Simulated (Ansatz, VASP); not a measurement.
# HfN: VASP beside Ansatz

```
CELL_PARAMETERS angstrom
0.00000 2.07828 2.25900
2.07828 0.00000 2.25900
2.07828 2.07828 0.00000
ATOMIC_POSITIONS crystal
Hf 0.00000 0.00000 0.00000
N 0.50000 0.50000 0.50000
```

Change from the starting cell: strain -0.080 along x and y, +0.000 along z, atoms carried along.

Alike in both runs: task single point; functional PBEsol; k mesh 18 × 18 × 18; occupations gaussian, width 0.15 eV; no spin polarisation.

|  | VASP | Ansatz |
| --- | --- | --- |
| version | VASP 6.6.1 | Ansatz 0.2.0 |
| potentials or method | VASP PAW PBE potentials, release 64 (Hf_pv, N), cutoff 520 eV | scalar-relativistic, plane waves, PAW |
| valence electrons in the cell | 15 | 31 |

Ansatz gave:

* gap on the k mesh at the Fermi level (eV): none
* pressure (GPa): 68.0
* traceless stress, the component that is largest in VASP (GPa): -51.44

Question: What did VASP give for the same quantities?

Answer: gap on the k mesh at the Fermi level (eV): none; pressure (GPa): 66.4; traceless stress, the component that is largest in VASP (GPa): -51.90.

VASP's potentials were made for PBE, not for PBEsol. A gap of «none» marks a metal or a gap that the smearing closes. Both programs put the cell under a high pressure, so it lies far from rest at this level. VASP's potentials hold 15 valence electrons a cell and Ansatz's 31, so a difference there can come from the potentials and not from the codes.

Spin-orbit coupling is off throughout. Noted on VASP's run: the cell as given lies far from equilibrium.
